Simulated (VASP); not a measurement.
Set up this calculation in VASP 6.6.1, as the native input.

```yaml
Task: single point
Functional: PBEsol
Potentials_or_basis: VASP PAW PBE potentials, release 64 (Sn_d)
Cutoff: 520 eV
k_mesh: 12 × 12 × 12
Occupations: fermi-dirac, width 0.1 eV
Spin: no spin polarisation
Dipole_correction: no
Further_INCAR_settings: ALGO = Normal; EDIFF = 1e-07; NBANDS = 21
```

The structure of Sn lies in POSCAR:

```
Sn
1.0
    0.0000000000      2.6888175148      2.6888175148
    2.6888175148      0.0000000000      2.6888175148
    2.6888175148      2.6888175148      0.0000000000
Sn
2
Direct
   -0.1250000000     -0.1250000000     -0.1250000000
    0.1250000000      0.1250000000      0.1250000000
```

One way to write it, as run:

INCAR

```
ALGO = Normal
EDIFF = 1E-7
ENCUT = 520
GGA = PS
ISIF = 2
ISMEAR = -1
LASPH = True
LCHARG = False
LREAL = False
LWAVE = False
NBANDS = 21
NELM = 80
PREC = Accurate
SIGMA = 0.1
```

KPOINTS

```
k-points
0
Gamma
  12 12 12
```

Potentials or basis: VASP PAW PBE potentials, release 64 (Sn_d).

The run is started by

```console
$ cat potpaw_PBE.64/Sn_d/POTCAR > POTCAR
$ mpirun -np 1 vasp_std > vasp.out
```

Results of the run:

- Pressure: 98.4 GPa
- Band gap on the k mesh: zero (band 14 reaches 14.07 eV, above the bottom of band 15 at 13.27 eV)

Caveat: the PAW data sets were made with another functional, which shifts forces and pressure a little; spin-orbit coupling is left out, which moves the levels of the heavy elements.

Run time: 24 s on 1 thread of Intel(R) Xeon(R) 6975P-C (Granite Rapids) (shared host), peak memory 0.18 GiB.
